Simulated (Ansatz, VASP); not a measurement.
## Two plane-wave programs on La2HfO2

```
CELL_PARAMETERS angstrom
5.54593 0.00000 0.00000
-2.77296 4.80292 0.00000
0.00000 0.00000 4.40583
ATOMIC_POSITIONS crystal
La 0.33333 0.66667 0.50000
La 0.66667 0.33333 0.50000
Hf 0.00000 0.00000 0.00000
O 0.33333 0.66667 0.00000
O 0.66667 0.33333 0.00000
```

Alike in both runs: functional PBE; k mesh 12 × 12 × 8; occupations gaussian, width 0.1 eV; no spin polarisation.

Ansatz relaxed the structure, and its values are those at the end. VASP's run is a single point on that final structure, the one shown.

|  | VASP | Ansatz |
| --- | --- | --- |
| version | VASP 6.6.1 | Ansatz 0.2.0 |
| potentials or method | VASP PAW PBE potentials, release 64 (La, Hf_pv, O), cutoff 520 eV | scalar-relativistic, plane waves, PAW |
| valence electrons in the cell | 44 | 60 |

Ansatz gave:

| Property | Result |
| --- | --- |
| gap on the k mesh at the Fermi level (eV) | none |
| pressure (GPa) | 0.0 |

Problem. Which values does VASP return?

Solution. gap on the k mesh at the Fermi level (eV): none; pressure (GPa): -0.2.

A gap of «none» marks a metal or a gap that the smearing closes. With one functional, cell and mesh, what is left measures potentials, basis and numerics. VASP's potentials hold 44 valence electrons a cell and Ansatz's 60, so a difference there can come from the potentials and not from the codes.

Spin-orbit coupling is off throughout.
